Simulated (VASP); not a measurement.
Write the native input for VASP 6.6.1 that does the following.

* Task: single point
* Functional: LDA
* Potentials or basis: VASP PAW LDA potentials, release 64 (Sn_d, O)
* Cutoff: 520 eV
* k mesh: 6 × 6 × 8
* Occupations: gaussian, width 0.05 eV
* Spin: no spin polarisation
* Dipole correction: no
* Further INCAR settings: ALGO = Normal; EDIFF = 1e-06; NBANDS = 35

The structure of SnO2 lies in POSCAR:

```
SnO2
1.0
    4.7201335122      0.0000000000      0.0000000000
    0.0000000000      4.7206343096      0.0000000000
    0.0000000000      0.0000000000      3.1888226875
Sn O
2 4
Direct
    0.5043370621      0.5050091299      0.5000000000
   -0.0043459583      0.0050168105      0.0000000000
    0.3488989471      0.2606984855      0.0000000000
    0.8168394674      0.2021060840      0.5000000000
    0.1511340570      0.7607268942      0.5000000000
    0.6831935366      0.7020776753      0.0000000000
```

This cell differs from its parent crystal: atoms displaced along a vibrational mode.

One way to write it, as run:

INCAR

```
ALGO = Normal
EDIFF = 1E-6
ENCUT = 520
GGA = CA
ISIF = 2
ISMEAR = 0
LASPH = T
LCHARG = T
LELF = T
LREAL = F
LVHAR = T
LWAVE = F
NBANDS = 35
NELM = 80
PREC = Accurate
SIGMA = 0.05
```

KPOINTS

```
k-points
0
Gamma
  6 6 8
```

Potentials or basis: VASP PAW LDA potentials, release 64 (Sn_d, O).

The run is started by

```sh
$ cat potpaw_LDA.64/Sn_d/POTCAR potpaw_LDA.64/O/POTCAR > POTCAR
$ mpirun -np 1 vasp_std > vasp.out
```

Results of the run:

```yaml
Pressure: -0.4 GPa
Largest_force: 0.871 eV/Å
Band_gap_on_the_k_mesh: 1.40 eV (least direct gap 1.41 eV)
```

Caveat: the cell differs from its parent crystal (atoms displaced along a vibrational mode); spin-orbit coupling is left out, which moves the levels of the heavy elements.

It took 4.8 min on 1 thread of Intel Xeon 8259CL, with other jobs on the host, peak memory 0.29 GiB.
